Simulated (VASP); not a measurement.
Set up this calculation in VASP 6.6.1, as the native input.

```
Task                   : single point
Functional             : PBE
Dispersion             : D3(BJ)
Potentials or basis    : VASP PAW PBE potentials, release 64 (Al)
Cutoff                 : 520 eV
k mesh                 : 3 × 2 × 1
Occupations            : fermi-dirac, width 0.05 eV
Spin                   : no spin polarisation
Dipole correction      : no
Further INCAR settings : LREAL = Auto; ALGO = Normal; EDIFF = 1e-06; NBANDS = 42
```

The structure of Al lies in POSCAR:

```
Al
1.0
    5.7275650000      0.0000000000      0.0000000000
    4.2956740000      7.4403250000      0.0000000000
    0.0000000000      0.0000000000     17.6765370000
Al
18
Direct
    0.1666684695      0.1111107378      0.0565721668
    0.6666715249      0.1111107378      0.0565721668
    0.1666708227      0.4444429511      0.0565721668
    0.6666738781      0.4444429511      0.0565721668
    0.1666731759      0.7777751644      0.0565721668
    0.6666762313      0.7777751644      0.0565721668
   -0.1103000488      0.1901798645      0.2029526485
    0.3377869594      0.2260653936      0.1816362560
   -0.1541469060      0.5583492657      0.1862695165
    0.3552316960      0.5489679550      0.2211009996
   -0.0991715780      0.8445733217      0.2004295298
    0.3069864213      0.8650831785      0.2152005226
    0.0544878613      0.0392993586      0.3554485814
    0.5357352592      0.0190986281      0.3036850487
    0.0355303178      0.3961654901      0.3200457194
    0.5567767848      0.2751895919      0.3397384906
    0.0913280880      0.7262451573      0.3541757076
    0.5811433531      0.6842846247      0.3472003594
```

These files were run (other wordings do the same):

INCAR

```
  ALGO = Normal
  EDIFF = 1E-6
  ENCUT = 520
  GGA = PE
  ISIF = 2
  ISMEAR = -1
  IVDW = 12
  LASPH = T
  LCHARG = F
  LREAL = Auto
  LWAVE = F
  NBANDS = 42
  NELM = 100
  PREC = Accurate
  SIGMA = 0.05
```

KPOINTS

```
k-points
0
Gamma
  3 2 1
```

Potentials or basis: VASP PAW PBE potentials, release 64 (Al).

The run is started by

```console
$ cat potpaw_PBE.64/Al/POTCAR > POTCAR
$ mpirun -np 1 vasp_std > vasp.out
```

Results of the run:

```
Largest force              : 2.430 eV/Å
Band gap on the k mesh     : zero (bands 27 and 28 overlap by 0.40 eV)
Dispersion energy per atom : -0.220 eV
```

Caveat: the k points lie up to 0.42 Å⁻¹ apart; the atoms stand as in a frame of molecular dynamics; there is no dipole correction, which matters where the two faces differ.

Run time: 4.9 min on 1 thread of Intel(R) Xeon(R) Platinum 8124M CPU @ 3.00GHz (Skylake/Cascade Lake) (shared host), peak memory 0.77 GiB.
